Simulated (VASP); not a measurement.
# Mo (P6_3/mmc) in VASP: further runs, part 2 of 2

VASP 6.6.1. Earlier steps stand in the parts before.

**3. Single point, BLYP (15.40 Å³/atom)**

This run uses another cell than the first one, of 15.40 Å³/atom.

INCAR reads:

```
PREC     = Accurate       # precision mode
ENCUT    = 520            # plane-wave cutoff, eV
EDIFF    = 1E-7           # SCF threshold, eV
ISMEAR   = -1             # smearing method
SIGMA    = 0.1            # smearing width, eV
LREAL    = F              # projectors in reciprocal space
LASPH    = T              # aspherical terms in the spheres
NELM     = 100            # most SCF steps
ALGO     = Normal         # electronic algorithm
ISIF     = 2              # what is computed and relaxed
LWAVE    = F              # write WAVECAR
LCHARG   = F              # write CHGCAR
GGA      = B5             # functional
ALDAX    = 1.0          
AGGAX    = 1.0          
AGGAC    = 1.0          
ALDAC    = 0.0          
NBANDS   = 36             # bands
```

KPOINTS reads:

```
regular mesh
0
Gamma
  14 14 4
```

POSCAR reads:

```
Mo
1.0
    2.7279093569      0.0000000000      0.0000000000
   -1.3639546785      2.3624388023      0.0000000000
    0.0000000000      0.0000000000      9.5558512451
Mo
4
Direct
    0.0000000000      0.0000000000      1.0000000000
    1.0000000000      0.0000000000      0.5000000000
    0.3333333333      0.6666666667      0.2500000000
    0.6666666667      0.3333333333      0.7500000000
```

Potentials or basis: VASP PAW PBE potentials, release 64 (Mo_sv).

The run is started by

```sh
cat potpaw_PBE.64/Mo_sv/POTCAR > POTCAR
mpirun -np 1 vasp_std > vasp.out
```

OUTCAR:

```text
PREC = Accurate
   ENCUT = 520
   EDIFF = 1E-7
   ISMEAR = -1
   LREAL = F
   LASPH = T
   NELM = 100
   ISIF = 2
   GGA = B5

 ion  position               nearest neighbor table
   1  0.000  0.000  0.000-   3 2.86   4 2.86   4 2.86   3 2.86   4 2.86   3 2.86
   2  0.000  0.000  0.500-   3 2.86   4 2.86   4 2.86   3 2.86   4 2.86   3 2.86
   3  0.333  0.667  0.250-   1 2.86   2 2.86   1 2.86   2 2.86   1 2.86   2 2.86
   4  0.667  0.333  0.750-   1 2.86   2 2.86   1 2.86   2 2.86   1 2.86   2 2.86

  LATTYP: Found a hexagonal cell.
[... 1137 lines left out ...]
  --------------------------------------------------------------------------------------
  -------------------------------------------------------------------------------------
  Total        9.1473271      9.1473271      7.5024577     -0.0000000      0.0000000      0.0000000
  in kB      237.9824375    237.9824375    195.1885121     -0.0000000      0.0000000      0.0000000
  external PRESSURE =     223.7177957 kB  Pullay stress =       0.0000000 kB

 VOLUME and BASIS-vectors are now :
 -----------------------------------------------------------------------------
  energy-cutoff  :      520.00
  volume of cell :       61.58
      direct lattice vectors                 reciprocal lattice vectors
     2.727909357  0.000000000  0.000000000     0.366581095  0.211645694  0.000000000
    -1.363954679  2.362438802  0.000000000     0.000000000  0.423291388  0.000000000
     0.000000000  0.000000000  9.555851245     0.000000000  0.000000000  0.104647925

 POSITION                                       TOTAL-FORCE (eV/Angst)
 -----------------------------------------------------------------------------------
      0.00000      0.00000      0.00000        -0.000000      0.000000      0.000000
      0.00000      0.00000      4.77793        -0.000000      0.000000      0.000000
     -0.00000      1.57496      2.38896         0.000000     -0.000000     -0.000000
      1.36395      0.78748      7.16689        -0.000000      0.000000     -0.000000
 -----------------------------------------------------------------------------------
    total drift:                                0.000000     -0.000000      0.000000

  FREE ENERGIE OF THE ION-ELECTRON SYSTEM (eV)
  ---------------------------------------------------
  free  energy   TOTEN  =       -36.1762107582 eV

  energy  without entropy=      -36.0088686081  energy(sigma->0) =      -36.09253968
```

OSZICAR:

```text
N       E                     dE             d eps       ncg     rms          rms(c)
DAV:   1     0.672635052425E+03    0.67264E+03   -0.34431E+04  5184   0.164E+03
DAV:   2    -0.157057315055E+02   -0.68834E+03   -0.67396E+03  5576   0.520E+02
DAV:   3    -0.376946750186E+02   -0.21989E+02   -0.21198E+02  6768   0.866E+01
DAV:   4    -0.380849806057E+02   -0.39031E+00   -0.38694E+00  5892   0.959E+00
DAV:   5    -0.380910848325E+02   -0.61042E-02   -0.60848E-02  5944   0.117E+00    0.275E+01
DAV:   6    -0.364162171187E+02    0.16749E+01   -0.36914E+00  5528   0.127E+01    0.841E+00
DAV:   7    -0.361945443324E+02    0.22167E+00   -0.89049E-01  6020   0.560E+00    0.147E+00
DAV:   8    -0.362112065646E+02   -0.16662E-01   -0.33808E-01  6180   0.366E+00    0.144E+00
DAV:   9    -0.361757943709E+02    0.35412E-01   -0.16693E-01  6136   0.230E+00    0.218E-01
DAV:  10    -0.361761526916E+02   -0.35832E-03   -0.27956E-03  5788   0.391E-01    0.106E-01
DAV:  11    -0.361761892006E+02   -0.36509E-04   -0.58513E-05  6240   0.522E-02    0.643E-02
DAV:  12    -0.361762100770E+02   -0.20876E-04   -0.50145E-05  5788   0.549E-02    0.980E-03
DAV:  13    -0.361762111896E+02   -0.11126E-05   -0.21669E-06  6020   0.130E-02    0.300E-03
DAV:  14    -0.361762108524E+02    0.33713E-06   -0.16379E-07  3460   0.308E-03    0.106E-03
DAV:  15    -0.361762107346E+02    0.11779E-06   -0.22245E-08  2952   0.133E-03    0.337E-04
DAV:  16    -0.361762107582E+02   -0.23563E-07   -0.35364E-09  2836   0.484E-04
   1 F= -.36176211E+02 E0= -.36092540E+02  d E =-.167342E+00
```

It took 2.7 min on 1 thread of Intel Xeon Platinum 8488C (Sapphire Rapids), shared host; peak memory 0.24 GiB.

What came out:

* Free energy: -36.1762 eV
* Pressure: 22.4 GPa
* Band gap on the k mesh: zero (bands 28 and 29 overlap by 1.74 eV)

Caveat: the cell stands under pressure; the PAW data sets were made with another functional, which shifts forces and pressure a little.

**4. Single point, BLYP (16.07 Å³/atom)**

This run uses another cell than the first one, of 16.07 Å³/atom.

INCAR reads:

```
SYSTEM = Mo
PREC = Accurate ; ENCUT = 520
EDIFF = 1E-7 ; ISMEAR = -1
SIGMA = 0.1 ; LREAL = .False.
LASPH = .True. ; NELM = 80
ALGO = Normal ; ISIF = 2
LWAVE = .False. ; LCHARG = .True.
GGA = B5 ; ALDAX = 1.0
AGGAX = 1.0 ; AGGAC = 1.0
ALDAC = 0.0 ; LELF = .True.
LVHAR = .True. ; NBANDS = 36
```

KPOINTS reads:

```
Automatic mesh
0
Gamma
  14 14 4
  0 0 0
```

POSCAR reads:

```
Mo
1.0
    2.7668847564      0.0000000000      0.0000000000
   -1.3834423782      2.3961924884      0.0000000000
    0.0000000000      0.0000000000      9.6923818517
Mo
4
Direct
    0.0000000000      0.0000000000      1.0000000000
    1.0000000000      0.0000000000      0.5000000000
    0.3333333333      0.6666666667      0.2500000000
    0.6666666667      0.3333333333      0.7500000000
```

The run is started by

```sh
cat potpaw_PBE.64/Mo_sv/POTCAR > POTCAR
mpirun -np 1 vasp_std > vasp.out
```

It took 3.4 min on 1 thread of Intel Xeon Platinum 8488C (Sapphire Rapids), shared host; peak memory 0.26 GiB.

The run converged. Its results:

```yaml
Free_energy: -36.4486 eV
Pressure: 10.5 GPa
Band_gap_on_the_k_mesh: zero (bands 28 and 29 overlap by 1.64 eV)
```

Stress tensor (GPa, compression positive):
```
11.22  0.00  0.00
 0.00 11.22  0.00
 0.00  0.00  9.02
```

Levels at points of the mesh, in eV from the Fermi level:
| k point | band 26 | band 27 | band 28 | band 29 | band 30 | band 31 |
| --- | --- | --- | --- | --- | --- | --- |
| (0.00, 0.00, 0.00) | -0.68 | -0.68 | -0.44 | -0.44 | -0.29 | -0.29 |
| (0.50, 0.00, 0.00) | -0.51 | -0.23 | 1.17 | 1.17 | 2.53 | 3.39 |
| (0.00, 0.00, 0.50) | -0.70 | -0.43 | -0.43 | -0.43 | -0.43 | -0.25 |
| (0.50, 0.00, 0.50) | -0.07 | 0.61 | 0.61 | 1.11 | 1.11 | 2.77 |

Caveat: the cell stands under pressure; the PAW data sets were made with another functional, which shifts forces and pressure a little.

**5. The runs side by side**

| cell | gap on the mesh (eV) | pressure (GPa) |
| --- | --- | --- |
| a = 2.688, b = 2.688, c = 9.415 Å, angles 90.0, 90.0, 120.0°, 4 atoms | none | 37.0 |
| a = 2.728, b = 2.728, c = 9.556 Å, angles 90.0, 90.0, 120.0°, 4 atoms | none | 22.4 |
| a = 2.767, b = 2.767, c = 9.692 Å, angles 90.0, 90.0, 120.0°, 4 atoms | none | 10.5 |

Alike in all rows: task single point; level BLYP; potentials or basis VASP PAW PBE potentials, release 64 (Mo_sv); no spin polarisation; k mesh 14 × 14 × 4; cutoff (eV) 520; smearing fermi-dirac 0.1 eV.

Caveats: the PAW data sets were made with another functional, which shifts forces and pressure a little; the cell stands under pressure (at least some runs); the stress differs along the axes, from 32 to 39 GPa (at least some runs).

Total energies depend on the potentials used, so only differences within one code and one set of settings carry meaning.
